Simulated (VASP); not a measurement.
# Co in VASP: single point with LDA

Aim: the single point of Co with LDA.

All numbers are computed with VASP 6.6.1; they aren't measurements. Logs are shortened: lines on timing, memory, paths and dates and some standing lists are left out, and cuts for length are marked.

**1. The cell of the first run**

The cell holds a slab with vacuum, 7 atoms: a = 2.507 Å, b = 2.507 Å, c = 26.207 Å, α = 90.00°, β = 90.00°, γ = 60.00°.

**2. Single point, LDA, collinear spin, ferromagnetic start**

Contents of INCAR:

```
SYSTEM = Co
PREC = Accurate
ENCUT = 520
EDIFF = 1E-6
ISMEAR = 0
SIGMA = 0.1
LREAL = .FALSE.
LASPH = .TRUE.
NELM = 150
ALGO = Normal
ISIF = 2
LWAVE = .FALSE.
LCHARG = .FALSE.
ISPIN = 2
MAGMOM = 1.87 1.78 1.7 1.74 1.7 1.78 1.87
LORBIT = 11
LMAXMIX = 4
LDIPOL = .TRUE.
IDIPOL = 3
DIPOL = 0.5 0.5 0.500
NBANDS = 44
```

Contents of KPOINTS:

```
Automatic mesh
0
G
  16 16 1
  0 0 0
```

Contents of POSCAR:

```
Co
1.0
    2.5070000016      0.0000000000      0.0000000000
    1.2535000008      2.1711256886      0.0000000000
    0.0000000000      0.0000000000     26.2070000000
Co
7
Direct
    0.0000000000      0.0000000000      0.2817286801
    0.6666666667      0.6666666667      0.3526771477
    0.0000000000      0.0000000000      0.4269493690
    0.6666666667      0.6666666667      0.4999999913
    0.0000000000      0.0000000000      0.5730506125
    0.6666666667      0.6666666667      0.6473228481
    0.0000000000      0.0000000000      0.7182713513
```

Potentials or basis: VASP PAW LDA potentials, release 64 (Co).

Command:

```sh
$ cat potpaw_LDA.64/Co/POTCAR > POTCAR
$ mpirun -np 1 vasp_std > vasp.out
```

OUTCAR:

```text
SYSTEM = Co
   PREC = Accurate
   ENCUT = 520
   EDIFF = 1E-6
   ISMEAR = 0
   LREAL = .FALSE.
   LASPH = .TRUE.
   NELM = 150
   ISIF = 2
   ISPIN = 2
   LORBIT = 11

 ion  position               nearest neighbor table
   1  0.000  0.000  0.282-   2 2.36   2 2.36   2 2.36
   2  0.667  0.667  0.353-   1 2.36   1 2.36   1 2.36   3 2.43   3 2.43   3 2.43
   3  0.000  0.000  0.427-   4 2.40   4 2.40   4 2.40   2 2.43   2 2.43   2 2.43
   4  0.667  0.667  0.500-   5 2.40   5 2.40   5 2.40   3 2.40   3 2.40   3 2.40
   5  0.000  0.000  0.573-   4 2.40   4 2.40   4 2.40   6 2.43   6 2.43   6 2.43
   6  0.667  0.667  0.647-   7 2.36   7 2.36   7 2.36   5 2.43   5 2.43   5 2.43
   7  0.000  0.000  0.718-   6 2.36   6 2.36   6 2.36

  LATTYP: Found a hexagonal cell.
 ALAT       =     2.5070000015
 C/A-ratio  =    10.4535301093

  Lattice vectors:

 A1 = (  -1.2535000008,  -2.1711256886,   0.0000000000)
 A2 = (   2.5070000016,   0.0000000000,   0.0000000000)
 A3 = (   0.0000000000,   0.0000000000,  26.2070000000)

Analysis of symmetry for initial positions (statically):
=====================================================================
 Subroutine PRICEL returns:
 Original cell was already a primitive cell.

 Routine SETGRP: Setting up the symmetry group for a
 hexagonal supercell.

 Subroutine GETGRP returns: Found 12 space group operations
 (whereof 12 operations were pure point group operations)
 out of a pool of 24 trial point group operations.

The static configuration has the point symmetry D_3h.

Analysis of symmetry for dynamics (positions and initial velocities):
=====================================================================
 Subroutine PRICEL returns:
 Original cell was already a primitive cell.

 Routine SETGRP: Setting up the symmetry group for a
 hexagonal supercell.

 Subroutine GETGRP returns: Found 12 space group operations
 (whereof 12 operations were pure point group operations)
 out of a pool of 24 trial point group operations.

The dynamic configuration has the point symmetry D_3h.

Analysis of structural, dynamic, and magnetic symmetry:
=====================================================================
 Subroutine PRICEL returns:
 Original cell was already a primitive cell.

 Routine SETGRP: Setting up the symmetry group for a
 hexagonal supercell.

 Subroutine GETGRP returns: Found 12 space group operations
 (whereof 12 operations were pure point group operations)
 out of a pool of 24 trial point group operations.

The overall configuration has the point symmetry D_3h.

 Subroutine INISYM returns: Found 12 space group operations
 (whereof 12 operations are pure point group operations),
 and found     1 'primitive' translations

[... 153 lines left out ...]

  energy without entropy =      -54.76431850  energy(sigma->0) =      -54.77742622

 E-fermi :   2.8873     XC(G=0):  -7.9304

 val. band max:        2.8798943448   @ k =  -0.4375   0.1250   0.0000
 cond. band min:       2.8917262507   @ k =   0.1875   0.0000   0.0000
 fundamental gap:      0.0118319059
 Fermi energy:         2.8873264701

 spin component 1

 k-point     1 :       0.0000    0.0000    0.0000
  band No.  band energies     occupation
      1      -6.0216      1.00000
      2      -5.4946      1.00000
      3      -4.6277      1.00000
      4      -3.5349      1.00000
      5      -2.6817      1.00000
      6      -2.3522      1.00000
[... 1093 lines left out ...]
     42       8.6331      0.00000
     43      10.2973      0.00000

 [... further k-points ...]

 spin component 2

 k-point     1 :       0.0000    0.0000    0.0000
  band No.  band energies     occupation
      1      -5.8449      1.00000
      2      -5.3060      1.00000
      3      -4.4219      1.00000
      4      -3.2689      1.00000
      5      -2.2076      1.00000
      6      -1.6031      1.00000
[... 1093 lines left out ...]
     42       9.2321      0.00000
     43      10.7817      0.00000

 [... further k-points ...]

 [bands above 43 left out]

------------------------ aborting loop because EDIFF is reached ----------------------------------------

 vacuum level on the upper side and lower side of the slab       (xc-potential included)        -0.009        -0.009

  FORCE on cell =-STRESS in cart. coord.  units (eV):
  Direction    XX          YY          ZZ          XY          YZ          ZX
  --------------------------------------------------------------------------------------
  -------------------------------------------------------------------------------------
  Total       -8.7610078     -8.7610078     -0.5083163      0.0000000      0.0000000      0.0000000
  in kB      -98.4029321    -98.4029321     -5.7093671      0.0000000      0.0000000      0.0000000
  external PRESSURE =     -67.5050771 kB  Pullay stress =       0.0000000 kB

 VOLUME and BASIS-vectors are now :
 -----------------------------------------------------------------------------
  energy-cutoff  :      520.00
  volume of cell :      142.65
      direct lattice vectors                 reciprocal lattice vectors
     2.507000002  0.000000000  0.000000000     0.398883127 -0.230295281  0.000000000
     1.253500001  2.171125689  0.000000000     0.000000000  0.460590562  0.000000000
     0.000000000  0.000000000 26.207000000     0.000000000  0.000000000  0.038157744

 POSITION                                       TOTAL-FORCE (eV/Angst)
 -----------------------------------------------------------------------------------
      0.00000      0.00000      7.38326         0.000000      0.000000      0.047905
      2.50700      1.44742      9.24261        -0.000000     -0.000000     -0.004052
      0.00000      0.00000     11.18906         0.000000      0.000000     -0.003020
      2.50700      1.44742     13.10350         0.000000      0.000000      0.000000
      0.00000      0.00000     15.01794         0.000000      0.000000      0.003020
      2.50700      1.44742     16.96439        -0.000000     -0.000000      0.004052
      0.00000      0.00000     18.82374         0.000000     -0.000000     -0.047905
 -----------------------------------------------------------------------------------
    total drift:                                0.000000      0.000000      0.000006

  FREE ENERGIE OF THE ION-ELECTRON SYSTEM (eV)
  ---------------------------------------------------
  free  energy   TOTEN  =       -54.7905339434 eV

  energy  without entropy=      -54.7643185001  energy(sigma->0) =      -54.77742622

 vacuum level on the upper side and lower side of the slab         8.104         8.104

 total charge

# of ion       s       p       d       tot
------------------------------------------
    1        0.494   0.418   7.281   8.193
    2        0.505   0.556   7.317   8.378
    3        0.502   0.543   7.312   8.356
    4        0.505   0.552   7.309   8.366
    5        0.502   0.543   7.312   8.356
    6        0.505   0.556   7.317   8.378
    7        0.494   0.418   7.281   8.193
--------------------------------------------------
tot          3.508   3.584  51.129  58.221

 magnetization (x)

# of ion       s       p       d       tot
------------------------------------------
    1       -0.009  -0.024   1.681   1.649
    2       -0.014  -0.041   1.610   1.555
    3       -0.013  -0.041   1.543   1.489
    4       -0.013  -0.042   1.578   1.523
    5       -0.013  -0.041   1.543   1.489
    6       -0.014  -0.041   1.610   1.555
    7       -0.009  -0.024   1.681   1.649
--------------------------------------------------
tot         -0.087  -0.253  11.248  10.908
```

stdout:

```text
POSCAR found type information on POSCAR Co
 POSCAR found :  1 types and       7 ions
 scaLAPACK will be used
 LDA part: xc-table for (Slater(with rela. corr.)+CA(PZ))
 , standard interpolation
 POSCAR, INCAR and KPOINTS ok, starting setup
 FFT: planning ... GRIDC
 FFT: planning ... GRID_SOFT
 FFT: planning ... GRID
 WAVECAR not read
 entering main loop
```

Wall time 11 min (1 thread of Intel Xeon Platinum 8488C (Sapphire Rapids), shared host); peak memory 0.39 GiB.

Results:

```
Free energy                                           : -54.7905 eV
Largest force                                         : 0.048 eV/Å
Net moment                                            : 10.94 μB per cell
Site moments                                          : Co +1.65, +1.55, +1.49, +1.52 (each value once) μB
Valence electrons inside the program's atomic spheres : Co 8.19, 8.38, 8.36, 8.37 (each value once)
```

Forces on the atoms (eV/Å):
```
Co   0.000  0.000  0.048
Co   0.000  0.000 -0.004
Co   0.000  0.000 -0.003
Co   0.000  0.000  0.000
Co   0.000  0.000  0.003
Co   0.000  0.000  0.004
Co   0.000  0.000 -0.048
```

Levels at points of the mesh, in eV from the Fermi level:
Spin up:
```csv
k point,band 36,band 37,band 38,band 39,band 40,band 41
"(0.00, 0.00, 0.00)",-0.65,-0.65,-0.57,-0.57,-0.52,-0.52
"(0.50, 0.00, 0.00)",1.04,1.07,1.35,1.78,2.58,3.07
```
Spin down:
```
           k point  band 21  band 22  band 23  band 24  band 25  band 26  band 27  band 28  band 29  band 30
(0.00, 0.00, 0.00)    -0.89    -0.83    -0.83    -0.78    -0.69    -0.69    -0.60    -0.28    -0.28     0.05
(0.50, 0.00, 0.00)    -0.20    -0.13     0.00     0.49     0.62     0.92     1.08     1.08     1.08     1.15
```
